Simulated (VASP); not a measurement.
# Li (P6_3/mmc) in VASP: a series of runs

The runs below take Li through single point, with PBEsol.

All numbers are computed with VASP 6.6.1; they aren't measurements. Logs are shortened: lines on timing, memory, paths and dates and some standing lists are left out, and cuts for length are marked.

## (1) The cell of the first run

It takes space group P6_3/mmc (No. 194, hexagonal). The conventional cell has a = 2.862 Å, b = 2.862 Å, c = 4.686 Å, α = 90.00°, β = 90.00°, γ = 120.00°. Within 3.8 Å of Li (site symmetry -6m2) lie 12 Li at 2.86 to 2.87 Å.

This isn't the form of Li at room conditions, which is bcc.

## (2) Single point, PBEsol (strain -0.080 along x and y, -0.080 along z)

INCAR reads:

```
ALGO = Normal
EDIFF = 1E-6
ENCUT = 520
GGA = PS
ISIF = 2
ISMEAR = 0
LASPH = True
LCHARG = False
LREAL = False
LWAVE = False
NBANDS = 10
NELM = 60
PREC = Accurate
SIGMA = 0.15
```

KPOINTS reads:

```
k-points
0
Gamma
  18 18 10
```

POSCAR reads:

```
Li
1.0
    2.8621219795      0.0000000000      0.0000000000
   -1.4310609897      2.4786703429      0.0000000000
    0.0000000000      0.0000000000      4.6855600000
Li
2
Direct
    0.3333333333      0.6666666667      0.2500000000
    0.6666666667      0.3333333333      0.7500000000
```

Potentials or basis: VASP PAW PBE potentials, release 64 (Li_sv).

On the command line:

```console
$ cat potpaw_PBE.64/Li_sv/POTCAR > POTCAR
$ mpirun -np 1 vasp_std > vasp.out
```

OUTCAR:

```text
EDIFF = 1E-6
   ENCUT = 520
   GGA = PS
   ISIF = 2
   ISMEAR = 0
   LASPH = True
   LREAL = False
   NELM = 60
   PREC = Accurate

 ion  position               nearest neighbor table
   1  0.333  0.667  0.250-
   2  0.667  0.333  0.750-

  LATTYP: Found a hexagonal cell.
 ALAT       =     2.8621219795
 C/A-ratio  =     1.6370930497

  Lattice vectors:

 A1 = (   2.8621219795,   0.0000000000,   0.0000000000)
 A2 = (  -1.4310609897,   2.4786703429,   0.0000000000)
 A3 = (   0.0000000000,   0.0000000000,   4.6855600000)

Analysis of symmetry for initial positions (statically):
=====================================================================
 Subroutine PRICEL returns:
 Original cell was already a primitive cell.

 Routine SETGRP: Setting up the symmetry group for a
 hexagonal supercell.

 Subroutine GETGRP returns: Found 24 space group operations
 (whereof 12 operations were pure point group operations)
 out of a pool of 24 trial point group operations.

The static configuration has the point symmetry D_3d.
 The point group associated with its full space group is D_6h.

Analysis of symmetry for dynamics (positions and initial velocities):
=====================================================================
 Subroutine PRICEL returns:
 Original cell was already a primitive cell.

 Routine SETGRP: Setting up the symmetry group for a
 hexagonal supercell.

 Subroutine GETGRP returns: Found 24 space group operations
 (whereof 12 operations were pure point group operations)
 out of a pool of 24 trial point group operations.

The dynamic configuration has the point symmetry D_3d.
 The point group associated with its full space group is D_6h.

 Subroutine INISYM returns: Found 24 space group operations
 (whereof 12 operations are pure point group operations),
 and found     1 'primitive' translations

----------------------------------------------------------------------------------------

                                     Primitive cell

  volume of cell :      33.2406

  direct lattice vectors                    reciprocal lattice vectors
     2.862121979  0.000000000  0.000000000     0.349391119  0.201721056  0.000000000
    -1.431060990  2.478670343  0.000000000     0.000000000  0.403442113  0.000000000
     0.000000000  0.000000000  4.685560000     0.000000000  0.000000000  0.213421661

[... 87 lines left out ...]
   IBRION =     -1    ionic relax: 0-MD 1-quasi-New 2-CG
   NFREE  =      0    steps in history (QN), initial steepest desc. (CG)
   ISIF   =      2    stress and relaxation
   ISYM   =      2    0-nonsym 1-usesym 2-fastsym
   POTIM  = 0.5000    time-step for ionic-motion
   TEBEG  =    0.0;   TEEND  =   0.0 temperature during run
   PSTRESS=    0.0 pullay stress
   NELECT =       6.0000    total number of electrons
   NUPDOWN=      -1.0000    fix difference up-down
   EMIN   =  10.00;   EMAX   =-10.00  energy-range for DOS
   EFERMI =   0.00;   METHOD = LEGACY
   ISMEAR =     0;   SIGMA  =   0.15  broadening in eV -4-tet -1-fermi 0-gaus
   EFERMI_NEDOS =   21; number of points for ismear=-14 and -15
   IALGO  =     38    algorithm
   IMIX   =      4    mixing-type and parameters
     AMIX     =   0.40;   BMIX     =  1.00
     AMIX_MAG =   1.60;   BMIX_MAG =  1.00
  volume/ion in A,a.u.               =      16.62       112.16
  Fermi-wavevector in a.u.,A,eV,Ry     =   0.925200  1.748375 11.646528  0.855996
  Thomas-Fermi vector in A             =   2.051029
   LORBIT       =      0    0 simple, 1 ext, 2 COOP (PROOUT), +10 PAW based schemes
   GGA     = PS    functional components
   LHFCALC =     F    Hartree Fock is set to
   AEXX    =    0.0000 exact exchange contribution
   IVDW    =     0    specifies the selected vdW correction
   LEPSILON=     F    determine dielectric tensor
   LRPA    =     F    only Hartree local field effects (RPA)
 non-spin polarized calculation
 Gauss-broadening in eV      SIGMA  =   0.15
  energy-cutoff  :      520.00
  volume of cell :       33.24
 maximum number of plane-waves:       912
 NGX is ok and might be reduce to    24
   NGX = 11   NGY = 11   NGZ = 17

 number of electron       5.9999984 magnetization

 Free energy of the ion-electron system (eV)
  ---------------------------------------------------
  ext. energy  EPLUGINS =         0.00000000
  ---------------------------------------------------
  free energy    TOTEN  =        -3.86612608 eV

  energy without entropy =       -3.85611415  energy(sigma->0) =       -3.86112011

 E-fermi :   1.2247     XC(G=0):  -7.5211

 val. band max:        1.2175752278   @ k =   0.2778   0.1111   0.4000
 cond. band min:       1.2394507786   @ k =   0.5000   0.0000   0.2000
 fundamental gap:      0.0218755507
 Fermi energy:         1.2246629196

 k-point     1 :       0.0000    0.0000    0.0000
  band No.  band energies     occupation
      1     -44.3691      2.00000
      2     -44.3279      2.00000
      3      -2.5670      2.00000
      4       1.0975      1.76961
      5       4.8543      0.00000
      6      15.5483      0.00000
      7      15.5483      0.00000
      8      17.1191      0.00000
      9      17.1191      0.00000
     10      17.8130      0.00000
[... 287 lines left out ...]
 k-point    24 :       0.3889    0.1111    0.0000
  band No.  band energies     occupation
      1     -44.3277      2.00000
      2     -44.3147      2.00000
      3       0.8516      1.99956
      4       3.1691      0.00000
      5       5.9595      0.00000
      6       7.8115      0.00000
      7       8.8749      0.00000
      8       8.8808      0.00000
      9      12.7172      0.00000
     10      15.2857      0.00000

 [... further k-points ...]

------------------------ aborting loop because EDIFF is reached ----------------------------------------

  FORCE on cell =-STRESS in cart. coord.  units (eV):
  Direction    XX          YY          ZZ          XY          YZ          ZX
  --------------------------------------------------------------------------------------
  -------------------------------------------------------------------------------------
  Total        0.7275385      0.7275385      0.7556283      0.0000000      0.0000000      0.0000000
  in kB       35.0669634     35.0669634     36.4208737      0.0000000      0.0000000      0.0000000
  external PRESSURE =      35.5182668 kB  Pullay stress =       0.0000000 kB

 VOLUME and BASIS-vectors are now :
 -----------------------------------------------------------------------------
  energy-cutoff  :      520.00
  volume of cell :       33.24
      direct lattice vectors                 reciprocal lattice vectors
     2.862121979  0.000000000  0.000000000     0.349391119  0.201721056  0.000000000
    -1.431060990  2.478670343  0.000000000     0.000000000  0.403442113  0.000000000
     0.000000000  0.000000000  4.685560000     0.000000000  0.000000000  0.213421661

 POSITION                                       TOTAL-FORCE (eV/Angst)
 -----------------------------------------------------------------------------------
     -0.00000      1.65245      1.17139         0.000000     -0.000000      0.000000
      1.43106      0.82622      3.51417        -0.000000      0.000000      0.000000
 -----------------------------------------------------------------------------------
    total drift:                               -0.000000      0.000000      0.000000

  FREE ENERGIE OF THE ION-ELECTRON SYSTEM (eV)
  ---------------------------------------------------
  free  energy   TOTEN  =        -3.8661260787 eV

  energy  without entropy=       -3.8561141486  energy(sigma->0) =       -3.86112011
```

OSZICAR:

```text
N       E                     dE             d eps       ncg     rms          rms(c)
DAV:   1     0.181788926357E+02    0.18179E+02   -0.32254E+03  4464   0.587E+02
DAV:   2    -0.143813369685E+01   -0.19617E+02   -0.19041E+02  5656   0.113E+02
DAV:   3    -0.381658922861E+01   -0.23785E+01   -0.23471E+01  7146   0.319E+01
DAV:   4    -0.386724019721E+01   -0.50651E-01   -0.50567E-01  5884   0.433E+00
DAV:   5    -0.386758024634E+01   -0.34005E-03   -0.34004E-03  5828   0.364E-01    0.344E-01
DAV:   6    -0.386607282947E+01    0.15074E-02   -0.18539E-03  6194   0.236E-01    0.203E-01
DAV:   7    -0.386606330639E+01    0.95231E-05   -0.47342E-03  5462   0.377E-01    0.559E-02
DAV:   8    -0.386613188721E+01   -0.68581E-04   -0.53375E-04  5666   0.158E-01    0.742E-03
DAV:   9    -0.386612817528E+01    0.37119E-05   -0.11410E-05  6150   0.269E-02    0.131E-03
DAV:  10    -0.386612630882E+01    0.18665E-05   -0.30841E-07  4314   0.472E-03    0.932E-04
DAV:  11    -0.386612607875E+01    0.23007E-06   -0.51601E-08  2664   0.213E-03
   1 F= -.38661261E+01 E0= -.38611201E+01  d E =-.100119E-01
```

Run time: 36 s. Hardware: 1 thread of AMD EPYC 9R45 (Zen 5), shared host; peak memory 0.15 GiB.

What came out:

```
Free energy            : -3.8661 eV
Band gap on the k mesh : zero (bands 3 and 4 overlap by 5.04 eV)
```

Caveat: the cell differs from its parent crystal (strain -0.080 along x and y, -0.080 along z); the cutoff is under 1.25 times the usual one of these potentials, so pressure, stress and relaxed cells hold a basis-set (Pulay) error; the PAW data sets were made with another functional, which shifts forces and pressure a little.

[end of part 1 of 2]

The gap in the log of VASP goes by the Fermi energy; the results here count the filled bands.